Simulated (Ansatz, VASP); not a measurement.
## One calculation of CdF2, two programs

INCAR

```
SYSTEM = CdF2
PREC     = Accurate       ! precision mode
ENCUT    = 520            ! plane-wave cutoff, eV
EDIFF    = 1E-6           ! SCF threshold, eV
ISMEAR   = 0              ! smearing method
SIGMA    = 0.2            ! smearing width, eV
LREAL    = .FALSE.        ! projectors in reciprocal space
LASPH    = .TRUE.         ! aspherical terms in the spheres
NELM     = 80             ! most SCF steps
ALGO     = Normal         ! electronic algorithm
ISIF     = 2              ! what is computed and relaxed
LWAVE    = .FALSE.        ! write WAVECAR
LCHARG   = .FALSE.        ! write CHGCAR
GGA      = PE             ! functional
NBANDS   = 20             ! bands
```

Contents of KPOINTS:

```
Automatic mesh
0
G
  6 6 6
  0 0 0
```

File POSCAR:

```
CdF2
1.0
    0.0000000000      2.6941776810      2.6941776810
    2.6941776810      0.0000000000      2.6941776810
    2.6941776810      2.6941776810      0.0000000000
Cd F
1 2
Direct
    0.0000000000      0.0000000000      0.0000000000
    0.2500000000      0.2500000000      0.2500000000
    0.7500000000      0.7500000000      0.7500000000
```

Input for Ansatz:

```yaml
crystal:
  lattice:
    - [0.0, 2.694177681, 2.694177681]
    - [2.694177681, 0.0, 2.694177681]
    - [2.694177681, 2.694177681, 0.0]
  atoms:
    - { symbol: Cd, position: [0.0, 0.0, 0.0] }
    - { symbol: F, position: [0.25, 0.25, 0.25] }
    - { symbol: F, position: [0.75, 0.75, 0.75] }
kpoints:
  mp_grid: { grid: [6, 6, 6] }
hamiltonian:
  xc: pbe
scf:
  occupations: { method: gaussian, width: 0.2 }
  n_extra_bands: 4
output:
  forces: true
  stress: true
  eigenvalues: true
```

Alike in both runs: task single point; functional PBE; k mesh 6 × 6 × 6; occupations gaussian, width 0.2 eV; no spin polarisation.

```csv
,VASP,Ansatz
version,VASP 6.6.1,Ansatz 0.2.0
potentials or method,"VASP PAW PBE potentials, release 64 (Cd, F)",plane waves
plane-wave cutoff (eV),520,420
valence electrons in the cell,26,34
```

```tsv
	VASP	Ansatz	Ansatz less VASP
gap on the k mesh at the Fermi level (eV)	3.09	3.12	+0.033
pressure (GPa)	6.2	5.4	-0.75
```

VASP's potentials hold 26 valence electrons a cell and Ansatz's 34, so a difference there can come from the potentials and not from the codes.
